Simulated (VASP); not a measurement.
Write the native input for VASP 6.6.1 that does the following.

```
Task                   : single point
Functional             : PBEsol
Potentials or basis    : VASP PAW PBE potentials, release 64 (Ti_sv, C)
Cutoff                 : 520 eV
k mesh                 : 18 × 18 × 18
Occupations            : gaussian, width 0.15 eV
Spin                   : no spin polarisation
Dipole correction      : no
Further INCAR settings : ALGO = Normal; EDIFF = 1e-07; NBANDS = 15
```

The structure of TiC lies in POSCAR:

```
TiC
1.0
    0.0000000000      2.0990800000      2.1640000000
    2.0990800000      0.0000000000      2.1640000000
    2.0990800000      2.0990800000      0.0000000000
Ti C
1 1
Direct
    0.0000000000      0.0000000000      0.0000000000
    0.5000000000      0.5000000000      0.5000000000
```

This cell differs from its parent crystal: strain -0.030 along x and y, +0.000 along z.

The input as run:

INCAR

```
SYSTEM = TiC
ALGO = Normal
EDIFF = 1E-7
ENCUT = 520
GGA = PS
ISIF = 2
ISMEAR = 0
LASPH = .TRUE.
LCHARG = .FALSE.
LREAL = .FALSE.
LWAVE = .FALSE.
NBANDS = 15
NELM = 100
PREC = Accurate
SIGMA = 0.15
```

KPOINTS

```
k-points
0
G
  18 18 18
  0 0 0
```

Potentials or basis: VASP PAW PBE potentials, release 64 (Ti_sv, C).

Command:

```bash
$ cat potpaw_PBE.64/Ti_sv/POTCAR potpaw_PBE.64/C/POTCAR > POTCAR
$ mpirun -np 1 vasp_std > vasp.out
```

Results of the run:

* Pressure: 11.3 GPa
* Band gap on the k mesh: zero (bands 8 and 9 overlap by 1.27 eV)

Caveat: the cell differs from its parent crystal (strain -0.030 along x and y, +0.000 along z); the stress differs along the axes, from 1 to 16 GPa; the PAW data sets were made with another functional, which shifts forces and pressure a little.

It took 2.3 min on 1 thread of Intel(R) Xeon(R) Platinum 8259CL CPU @ 2.50GHz (Skylake/Cascade Lake), on a shared host, peak memory 0.26 GiB.
